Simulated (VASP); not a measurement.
## Na: single point with LDA

The system is Na.

```
CELL_PARAMETERS angstrom
0.00000 2.55602 2.55602
2.55602 0.00000 2.55602
2.55602 2.55602 0.00000
ATOMIC_POSITIONS crystal
Na 0.00000 0.00000 0.00000
```

```
Program                : VASP 6.6.1
Task                   : single point
Functional             : LDA
Potentials or basis    : VASP PAW LDA potentials, release 64 (Na_pv)
Cutoff                 : 520 eV
k mesh                 : 13 × 13 × 13
Occupations            : fermi-dirac, width 0.05 eV
Spin                   : no spin polarisation
Dipole correction      : no
Further INCAR settings : ALGO = Normal; EDIFF = 1e-06; NBANDS = 10
```

- Pressure: 0.0 GPa

Levels at points of the mesh, in eV from the Fermi level:
| k point | band 1 | band 2 | band 3 | band 4 | band 5 | band 6 | band 7 | band 8 | band 9 |
| --- | --- | --- | --- | --- | --- | --- | --- | --- | --- |
| (0.00, 0.00, 0.00) | -24.88 | -24.88 | -24.88 | -3.53 | 11.66 | 11.66 | 11.66 | 13.01 | 13.50 |

Run time: 20 s on 1 thread of Intel(R) Xeon(R) Platinum 8259CL CPU @ 2.50GHz (Skylake/Cascade Lake) (shared host), peak memory 0.14 GiB.
